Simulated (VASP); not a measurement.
# MgO (P4/nmm) in VASP: single point with PBEsol

Aim: the single point of MgO with PBEsol.

Everything below comes from runs of VASP 6.6.1. Logs are shortened: lines on timing, memory, paths and dates and some standing lists are left out, and cuts for length are marked.

### Step 1. The cell of the first run

Symmetry: P4/nmm, No. 129, tetragonal system. Conventional cell: a = 2.980 Å, b = 2.980 Å, c = 4.214 Å, α = 90.00°, β = 90.00°, γ = 90.00°. Mg (site symmetry 4mm) has 6 O at 2.03 to 2.19 Å within 2.7 Å. Within 2.7 Å of O (site symmetry 4mm) lie 6 Mg at 2.03 to 2.19 Å.

### Step 2. Single point, PBEsol (mode 9 (414.9 1/cm) frozen in, largest displacement +0.075 Å)

Input file INCAR:

```
SYSTEM = MgO
ALGO = Normal ; EDIFF = 1E-7
ENCUT = 520 ; GGA = PS
ISIF = 2 ; ISMEAR = 0
LASPH = .TRUE. ; LCHARG = .FALSE.
LREAL = .FALSE. ; LWAVE = .FALSE.
NBANDS = 16 ; NELM = 100
PREC = Accurate ; SIGMA = 0.05
```

Input file KPOINTS:

```
k-points
0
G
  8 8 6
  0 0 0
```

Input file POSCAR:

```
MgO
1.0
    0.0000000000     -2.1071057205     -2.1071057205
    0.0000000000      2.1071057205     -2.1071057205
    4.2142114411      0.0000000000      0.0000000000
Mg O
2 2
Direct
    0.5000000000      0.5000000000      0.5177969238
    0.0000000000      0.0000000000     -0.0177969238
    0.5000000000      0.5000000000     -0.0011681160
    0.0000000000      0.0000000000      0.5011681160
```

Potentials or basis: VASP PAW PBE potentials, release 64 (Mg, O).

Started as:

```
> cat potpaw_PBE.64/Mg/POTCAR potpaw_PBE.64/O/POTCAR > POTCAR
> mpirun -np 1 vasp_std > vasp.out
```

OUTCAR:

```text
SYSTEM = MgO
   EDIFF = 1E-7
   ENCUT = 520
   GGA = PS
   ISIF = 2
   ISMEAR = 0
   LASPH = .TRUE.
   LREAL = .FALSE.
   NELM = 100
   PREC = Accurate

 ion  position               nearest neighbor table
   1  0.500  0.500  0.518-   3 2.03   4 2.11   4 2.11   4 2.11   4 2.11   3 2.19   2 2.88   2 2.88
                             2 2.88   2 2.88   2 3.09   2 3.09   2 3.09   2 3.09
   2  0.000  0.000  0.982-   4 2.03   3 2.11   3 2.11   3 2.11   3 2.11   4 2.19   1 2.88   1 2.88
                             1 2.88   1 2.88   1 3.09   1 3.09   1 3.09   1 3.09
   3  0.500  0.500  0.999-   1 2.03   2 2.11   2 2.11   2 2.11   2 2.11   1 2.19
   4  0.000  0.000  0.501-   2 2.03   1 2.11   1 2.11   1 2.11   1 2.11   2 2.19

  LATTYP: Found a simple tetragonal cell.
 ALAT       =     2.9798974873
 C/A-ratio  =     1.4142135624

  Lattice vectors:

 A1 = (   0.0000000000,  -2.1071057205,  -2.1071057205)
 A2 = (   0.0000000000,   2.1071057205,  -2.1071057205)
 A3 = (   4.2142114411,   0.0000000000,   0.0000000000)

Analysis of symmetry for initial positions (statically):
=====================================================================
 Subroutine PRICEL returns:
 Original cell was already a primitive cell.

 Routine SETGRP: Setting up the symmetry group for a
 simple tetragonal supercell.

 Subroutine GETGRP returns: Found 16 space group operations
 (whereof  8 operations were pure point group operations)
 out of a pool of 16 trial point group operations.

The static configuration has the point symmetry C_4v.
 The point group associated with its full space group is D_4h.

Analysis of symmetry for dynamics (positions and initial velocities):
=====================================================================
 Subroutine PRICEL returns:
 Original cell was already a primitive cell.

 Routine SETGRP: Setting up the symmetry group for a
 simple tetragonal supercell.

 Subroutine GETGRP returns: Found 16 space group operations
 (whereof  8 operations were pure point group operations)
 out of a pool of 16 trial point group operations.

The dynamic configuration has the point symmetry C_4v.
 The point group associated with its full space group is D_4h.

 Subroutine INISYM returns: Found 16 space group operations
 (whereof  8 operations are pure point group operations),
 and found     1 'primitive' translations

----------------------------------------------------------------------------------------

                                     Primitive cell

  volume of cell :      37.4213

  direct lattice vectors                    reciprocal lattice vectors
     0.000000000 -2.107105720 -2.107105720     0.000000000 -0.237292318 -0.237292318
     0.000000000  2.107105720 -2.107105720     0.000000000  0.237292318 -0.237292318
     4.214211441  0.000000000  0.000000000     0.237292318  0.000000000  0.000000000

  length of vectors
     2.979897487  2.979897487  4.214211441     0.335582014  0.335582014  0.237292318

  position of ions in fractional coordinates (direct lattice)
     0.500000000  0.500000000  0.517796924
     0.000000000  0.000000000  0.982203076
     0.500000000  0.500000000  0.998831884
     0.000000000  0.000000000  0.501168116

  ion indices of the primitive-cell ions
   primitive index   ion index
                 1           1
                 2           2
                 3           3
                 4           4

----------------------------------------------------------------------------------------

 KPOINTS: k-points

Automatic generation of k-mesh.
 Grid dimensions read from file:
 generate k-points for:    8    8    6

 Generating k-lattice:

  Cartesian coordinates                     Fractional coordinates (reciprocal lattice)
     0.000000000 -0.029661540 -0.029661540     0.125000000  0.000000000  0.000000000
     0.000000000  0.029661540 -0.029661540     0.000000000  0.125000000  0.000000000
     0.039548720  0.000000000  0.000000000     0.000000000  0.000000000  0.166666667

  Length of vectors
     0.041947752  0.041947752  0.039548720

  Shift w.r.t. Gamma in fractional coordinates (k-lattice)
     0.000000000  0.000000000  0.000000000

 Subroutine IBZKPT returns following result:
 ===========================================

 Found     60 irreducible k-points:

 Following reciprocal coordinates:
            Coordinates               Weight
  0.000000  0.000000  0.000000      1.000000
  0.125000  0.000000  0.000000      4.000000
  0.250000  0.000000  0.000000      4.000000
  0.375000  0.000000  0.000000      4.000000
  0.500000  0.000000  0.000000      2.000000
  0.125000  0.125000  0.000000      4.000000
[... 16 lines left out ...]
  0.375000  0.125000  0.166667     16.000000
  0.500000  0.125000  0.166667      8.000000
 [... further k-points ...]
   k-points           NKPTS =     60   k-points in BZ     NKDIM =     60   number of bands    NBANDS=     16
   number of dos      NEDOS =    301   number of ions     NIONS =      4
   total plane-waves  NPLWV =  18432
   dimension x,y,z NGX =    24 NGY =   24 NGZ =   32
   dimension x,y,z NGXF=    48 NGYF=   48 NGZF=   64
   ions per type =               2   2
   NGX,Y,Z   is equivalent  to a cutoff of  13.39, 13.39, 12.62 a.u.
   NGXF,Y,Z  is equivalent  to a cutoff of  26.78, 26.78, 25.25 a.u.
 SYSTEM =  MgO
   PREC   = accura    normal or accurate (medium, high low for compatibility)
   ISTART =      0    job   : 0-new  1-cont  2-samecut
   ICHARG =      2    charge: 1-file 2-atom 10-const
   ISPIN  =      1    spin polarized calculation?
   LNONCOLLINEAR =      F non collinear calculations
   LSORBIT =      F    spin-orbit coupling
   LASPH  =      T    aspherical Exc in radial PAW
   ENCUT  =  520.0 eV  38.22 Ry    6.18 a.u.   5.54  5.54  7.84*2*pi/ulx,y,z
   NELM   =    100;   NELMIN=  2; NELMDL= -5     # of ELM steps
   EDIFF  = 0.1E-06   stopping-criterion for ELM
   LREAL  =      F    real-space projection
   EDIFFG = 0.1E-05   stopping-criterion for IOM
   NSW    =      0    number of steps for IOM
   IBRION =     -1    ionic relax: 0-MD 1-quasi-New 2-CG
   NFREE  =      0    steps in history (QN), initial steepest desc. (CG)
   ISIF   =      2    stress and relaxation
   ISYM   =      2    0-nonsym 1-usesym 2-fastsym
   POTIM  = 0.5000    time-step for ionic-motion
   TEBEG  =    0.0;   TEEND  =   0.0 temperature during run
   PSTRESS=    0.0 pullay stress
   NELECT =      16.0000    total number of electrons
   NUPDOWN=      -1.0000    fix difference up-down
   EMIN   =  10.00;   EMAX   =-10.00  energy-range for DOS
   EFERMI =   0.00;   METHOD = LEGACY
   ISMEAR =     0;   SIGMA  =   0.05  broadening in eV -4-tet -1-fermi 0-gaus
   EFERMI_NEDOS =   21; number of points for ismear=-14 and -15
   IALGO  =     38    algorithm
   IMIX   =      4    mixing-type and parameters
     AMIX     =   0.40;   BMIX     =  1.00
     AMIX_MAG =   1.60;   BMIX_MAG =  1.00
  volume/ion in A,a.u.               =       9.36        63.13
  Fermi-wavevector in a.u.,A,eV,Ry     =   1.233318  2.330634 20.695468  1.521074
  Thomas-Fermi vector in A             =   2.368053
   LORBIT       =      0    0 simple, 1 ext, 2 COOP (PROOUT), +10 PAW based schemes
   GGA     = PS    functional components
   LHFCALC =     F    Hartree Fock is set to
   AEXX    =    0.0000 exact exchange contribution
   IVDW    =     0    specifies the selected vdW correction
   LEPSILON=     F    determine dielectric tensor
   LRPA    =     F    only Hartree local field effects (RPA)
 non-spin polarized calculation
 Gauss-broadening in eV      SIGMA  =   0.05
  energy-cutoff  :      520.00
  volume of cell :       37.42
 maximum number of plane-waves:      1032
 NGX is ok and might be reduce to    24
   NGX = 11   NGY = 11   NGZ = 15

 number of electron      15.9999991 magnetization

 Free energy of the ion-electron system (eV)
  ---------------------------------------------------
  ext. energy  EPLUGINS =         0.00000000
  ---------------------------------------------------
  free energy    TOTEN  =       -24.93632263 eV

  energy without entropy =      -24.93632263  energy(sigma->0) =      -24.93632263

 E-fermi :   3.3539     XC(G=0): -11.2980

 val. band max:        3.0443656687   @ k =   0.0000   0.0000   0.0000
 cond. band min:       7.6668341529   @ k =   0.0000   0.0000   0.0000
 fundamental gap:      4.6224684842
 Fermi energy:         3.3538914649

 k-point     1 :       0.0000    0.0000    0.0000
  band No.  band energies     occupation
      1     -14.1550      2.00000
      2     -12.5815      2.00000
      3      -1.0744      2.00000
      4       1.6814      2.00000
      5       1.6814      2.00000
      6       3.0440      2.00000
[... 8 lines left out ...]
     15      18.6969      0.00000
     16      21.9040      0.00000

 k-point     2 :       0.1250    0.0000    0.0000
  band No.  band energies     occupation
      1     -14.0432      2.00000
      2     -12.5683      2.00000
      3      -0.9221      2.00000
      4       1.2200      2.00000
      5       1.7351      2.00000
      6       2.3875      2.00000
[... 8 lines left out ...]
     15      18.9325      0.00000
     16      21.4835      0.00000

 k-point     3 :       0.2500    0.0000    0.0000
  band No.  band energies     occupation
      1     -13.7362      2.00000
      2     -12.5650      2.00000
      3      -0.4810      2.00000
      4       0.2974      2.00000
      5       1.1477      2.00000
      6       1.8883      2.00000
[... 8 lines left out ...]
     15      19.6927      0.00000
     16      21.0679      0.00000

 k-point     4 :       0.3750    0.0000    0.0000
  band No.  band energies     occupation
      1     -13.3191      2.00000
      2     -12.6592      2.00000
      3      -0.3993      2.00000
      4       0.0520      2.00000
      5       0.2199      2.00000
      6       1.8557      2.00000
[... 8 lines left out ...]
     15      20.4774      0.00000
     16      20.8053      0.00000

 k-point     5 :       0.5000    0.0000    0.0000
  band No.  band energies     occupation
      1     -12.9203      2.00000
      2     -12.9203      2.00000
      3      -0.4989      2.00000
      4      -0.4989      2.00000
      5       1.0312      2.00000
      6       1.0312      2.00000
[... 8 lines left out ...]
     15      20.4101      0.00000
     16      20.4101      0.00000

 k-point     6 :       0.1250    0.1250    0.0000
  band No.  band energies     occupation
      1     -13.9361      2.00000
      2     -12.5547      2.00000
      3      -0.7726      2.00000
      4       1.1184      2.00000
      5       1.4615      2.00000
      6       1.9927      2.00000
[... 8 lines left out ...]
     15      19.2146      0.00000
     16      20.2633      0.00000
[... 267 lines left out ...]
 k-point    21 :       0.1250    0.1250    0.1667
  band No.  band energies     occupation
      1     -13.8453      2.00000
      2     -12.6463      2.00000
      3      -0.7220      2.00000
      4       1.2116      2.00000
      5       1.5403      2.00000
      6       1.6222      2.00000
[... 8 lines left out ...]
     15      19.4318      0.00000
     16      20.3494      0.00000

 k-point    22 :       0.2500    0.1250    0.1667
  band No.  band energies     occupation
      1     -13.5655      2.00000
      2     -12.6135      2.00000
      3      -0.5679      2.00000
      4       0.5966      2.00000
      5       0.6627      2.00000
      6       1.7117      2.00000
[... 8 lines left out ...]
     15      19.6493      0.00000
     16      19.7573      0.00000

 k-point    23 :       0.3750    0.1250    0.1667
  band No.  band energies     occupation
      1     -13.1941      2.00000
      2     -12.6576      2.00000
      3      -0.7784      2.00000
      4      -0.3207      2.00000
      5       0.7821      2.00000
      6       1.9387      2.00000
[... 8 lines left out ...]
     15      19.7025      0.00000
     16      20.0054      0.00000

 k-point    24 :       0.5000    0.1250    0.1667
  band No.  band energies     occupation
      1     -12.8558      2.00000
      2     -12.8558      2.00000
      3      -0.8253      2.00000
      4      -0.8253      2.00000
      5       1.4130      2.00000
      6       1.4130      2.00000
[... 8 lines left out ...]
     15      19.9817      0.00000
     16      19.9817      0.00000

 [... further k-points ...]

------------------------ aborting loop because EDIFF is reached ----------------------------------------

  FORCE on cell =-STRESS in cart. coord.  units (eV):
  Direction    XX          YY          ZZ          XY          YZ          ZX
  --------------------------------------------------------------------------------------
  -------------------------------------------------------------------------------------
  Total        0.3805676     -0.0387572     -0.0387572      0.0000000      0.0000000      0.0000000
  in kB       16.2938407     -1.6593723     -1.6593723      0.0000000      0.0000000      0.0000000
  external PRESSURE =       4.3250320 kB  Pullay stress =       0.0000000 kB

 VOLUME and BASIS-vectors are now :
 -----------------------------------------------------------------------------
  energy-cutoff  :      520.00
  volume of cell :       37.42
      direct lattice vectors                 reciprocal lattice vectors
     0.000000000 -2.107105720 -2.107105720     0.000000000 -0.237292318 -0.237292318
     0.000000000  2.107105720 -2.107105720     0.000000000  0.237292318 -0.237292318
     4.214211441  0.000000000  0.000000000     0.237292318  0.000000000  0.000000000

 POSITION                                       TOTAL-FORCE (eV/Angst)
 -----------------------------------------------------------------------------------
      2.18211      0.00000     -2.10711        -1.188305      0.000000      0.000000
      4.13921      0.00000      0.00000         1.188305     -0.000000     -0.000000
      4.20929      0.00000     -2.10711         0.065949      0.000000     -0.000000
      2.11203      0.00000      0.00000        -0.065949     -0.000000      0.000000
 -----------------------------------------------------------------------------------
    total drift:                                0.000000      0.000000     -0.000000

  FREE ENERGIE OF THE ION-ELECTRON SYSTEM (eV)
  ---------------------------------------------------
  free  energy   TOTEN  =       -24.9363226332 eV

  energy  without entropy=      -24.9363226332  energy(sigma->0) =      -24.93632263
```

Wall time 18 s (1 thread of AMD EPYC 7R13 (Zen 3), shared host); peak memory 0.14 GiB.

What came out:

```
Free energy            : -24.9363 eV
Pressure               : 0.4 GPa
Largest force          : 1.188 eV/Å
Band gap on the k mesh : 4.62 eV
```

Forces in eV/Å, atoms in the order of the input:
```
Mg  -1.188  0.000  0.000
Mg   1.188  0.000  0.000
O    0.066  0.000  0.000
O   -0.066  0.000  0.000
```

Levels at points of the mesh, in eV from the valence-band top:
```csv
k point,band 5,band 6,band 7,band 8,band 9,band 10,band 11,band 12
"(0.00, 0.00, 0.00)",-1.36,0.00,0.00,0.00,4.62,8.89,9.85,12.94
"(0.50, 0.00, 0.00)",-2.01,-2.01,-0.66,-0.66,9.35,9.35,11.61,11.61
"(0.50, 0.50, 0.00)",-1.37,-1.37,-1.35,-1.35,8.92,8.92,9.86,9.86
"(0.00, 0.00, 0.50)",-0.79,-0.79,-0.70,-0.70,7.84,8.08,10.56,11.37
"(0.50, 0.00, 0.50)",-0.66,-0.66,-0.66,-0.66,7.74,7.74,12.48,12.48
"(0.50, 0.50, 0.50)",-2.90,-2.90,-1.78,-1.78,11.19,11.19,11.82,11.82
```

Caveat: the cell differs from its parent crystal (mode 9 (414.9 1/cm) frozen in, largest displacement +0.075 Å); the PAW data sets were made with another functional, which shifts forces and pressure a little.
